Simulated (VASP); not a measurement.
A run of VASP 6.6.1:

Contents of INCAR:

```
PREC = Accurate ; ENCUT = 520
EDIFF = 1E-6 ; ISMEAR = 0
SIGMA = 0.1 ; LREAL = F
LASPH = T ; NELM = 100
ALGO = Normal ; ISIF = 2
LWAVE = F ; LCHARG = F
GGA = PE ; NBANDS = 44
```

KPOINTS

```
Automatic mesh
0
Gamma
  4 4 4
```

The input POSCAR:

```
LiAu6
1.0
    0.0000000000      4.0135501961      4.0135501961
    4.0135501961      0.0000000000      4.0135501961
    4.0135501961      4.0135501961      0.0000000000
Li Au
1 6
Direct
    0.0000000000      0.0000000000      0.0000000000
    0.5000000000      0.5000000000      0.0000000000
    0.5000000000      0.0000000000      0.5000000000
    0.0000000000      0.0000000000      0.5000000000
    0.0000000000      0.5000000000      0.0000000000
    0.0000000000      0.5000000000      0.5000000000
    0.5000000000      0.0000000000      0.0000000000
```

Potentials or basis: VASP PAW PBE potentials, release 64 (Li_sv, Au).

Run with:

```bash
$ cat potpaw_PBE.64/Li_sv/POTCAR potpaw_PBE.64/Au/POTCAR > POTCAR
$ mpirun -np 1 vasp_std > vasp.out
```

Hardware: 1 thread of AMD EPYC 9R45 96-Core Processor (Zen 5), with other jobs on the host.

Q: How long does it take, and how much memory?

A: It took 25 s on 1 thread of AMD EPYC 9R45 96-Core Processor (Zen 5) (shared host), peak memory 0.23 GiB. Counts: scf iterations 13, k points 8.
